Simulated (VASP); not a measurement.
## Ti: relaxation of cell and atoms with PBEsol

The system is Ti.

```
Ti
1.0
     2.69000    0.00000    0.00000
     0.00000    2.69000    0.00000
     0.00000    0.00000    2.69000
Ti
1
Cartesian
  0.0000 0.0000 0.0000
```

```json
{"Program": "VASP 6.6.1", "Task": "relaxation of cell and atoms", "Functional": "PBEsol", "Potentials or basis": "VASP PAW PBE potentials, release 64 (Ti_sv)", "Cutoff": "600 eV", "k mesh": "8 × 8 × 8", "Occupations": "fermi-dirac, width 0.1 eV", "Spin": "no spin polarisation", "Target pressure": "20 GPa", "Dipole correction": "no", "Further INCAR settings": "ALGO = Normal; EDIFF = 1e-06; IBRION = 2; EDIFFG = -0.01; NSW = 80; ISIF = 3"}
```

| Quantity | Value |
| --- | --- |
| Relaxed volume | 14.73 Å³/atom |
| Relaxed cell | a = 2.451 Å, b = 2.451 Å, c = 2.451 Å, α = 90.00°, β = 90.00°, γ = 90.00° |
| Space group after relaxing (to 0.05 Å) | Pm-3m (No. 221) |
| Energy change on relaxing (the enthalpy is what falls) | +116.8 meV/atom |
| Ionic steps | 7 |
| Pressure after relaxing | 20.0 GPa |
| Band gap on the k mesh | zero (band 6 reaches 10.60 eV, above the bottom of band 7 at 8.04 eV) |

Step by step:
```tsv
step	energy change (eV)	largest force (eV/Å)	pressure (GPa)	volume (Å³)
1	0.0000	0.0000	-7.06	19.47
2	0.9290	0.0000	71.46	11.60
3	0.0979	0.0000	18.57	14.89
4	0.1126	0.0000	19.66	14.76
5	0.1233	0.0000	20.49	14.68
6	0.1123	0.0000	19.65	14.77
7	0.1168	0.0000	19.96	14.73
```

Final structure:
```cif
data_structure
_symmetry_space_group_name_H-M 'P 1'
_symmetry_Int_Tables_number 1
_cell_length_a 2.4513
_cell_length_b 2.4513
_cell_length_c 2.4513
_cell_angle_alpha 90.000
_cell_angle_beta 90.000
_cell_angle_gamma 90.000
_cell_volume 14.73
loop_
_atom_site_label
_atom_site_type_symbol
_atom_site_fract_x
_atom_site_fract_y
_atom_site_fract_z
_atom_site_occupancy
Ti1 Ti 0.00000 0.00000 0.00000 1
```

Levels at points of the mesh, in eV from the Fermi level:
| k point | band 3 | band 4 | band 5 | band 6 | band 7 | band 8 | band 9 | band 10 |
| --- | --- | --- | --- | --- | --- | --- | --- | --- |
| (0.00, 0.00, 0.00) | -31.57 | -31.57 | -6.10 | -1.78 | -1.78 | 5.03 | 5.03 | 5.03 |
| (0.50, 0.00, 0.00) | -31.42 | -31.42 | -1.80 | -0.83 | 0.19 | 2.48 | 2.48 | 5.26 |
| (0.50, 0.50, 0.00) | -32.93 | -31.28 | -3.74 | 0.00 | 3.06 | 3.06 | 6.58 | 6.72 |
| (0.50, 0.50, 0.50) | -32.70 | -32.70 | -1.79 | -1.79 | -1.79 | 6.72 | 6.72 | 9.36 |

Wall time 34 s on 1 thread of Intel Xeon 6455B, on a shared host, peak memory 0.15 GiB.

Caveat: the cell is relaxed towards a set pressure, so the enthalpy falls and the energy may rise; the volume moved by over 15 % at a fixed basis, so the end points are rough; the PAW data sets were made with another functional, which shifts forces and pressure a little.
